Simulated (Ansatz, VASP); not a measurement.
## One calculation of Te, two programs

```
Te
1.0
     3.26877    0.00000    0.00000
     0.00000    3.26877    0.00000
     0.00000    0.00000    3.26877
Te
1
Cartesian
  0.0000 0.0000 0.0000
```

Alike in both runs: task relaxation of cell and atoms; functional r2SCAN; k mesh 18 × 18 × 18; occupations gaussian, width 0.1 eV; no spin polarisation.

|  | VASP | Ansatz |
| --- | --- | --- |
| version | VASP 6.6.1 | Ansatz 0.2.0 |
| potentials or method | VASP PAW PBE potentials, release 64 (Te), cutoff 600 eV | scalar-relativistic, plane waves, PAW |
| valence electrons in the cell | 6 | 16 |

|  | VASP | Ansatz | Ansatz less VASP |
| --- | --- | --- | --- |
| gap on the k mesh at the Fermi level, each at its own relaxed structure (eV) | none | none | - |
| relaxed volume (Å³/atom) | 32.39 | 32.42 | +0.030 |
| relaxed cell length with the largest relative difference (Å) | 3.188 | 3.189 | +0.0010 |

VASP's potentials were made for PBE, not for r2SCAN. A gap of «none» marks a metal or a gap that the smearing closes. VASP's potentials hold 6 valence electrons a cell and Ansatz's 16, so a difference there can come from the potentials and not from the codes.

Spin-orbit coupling is off throughout.
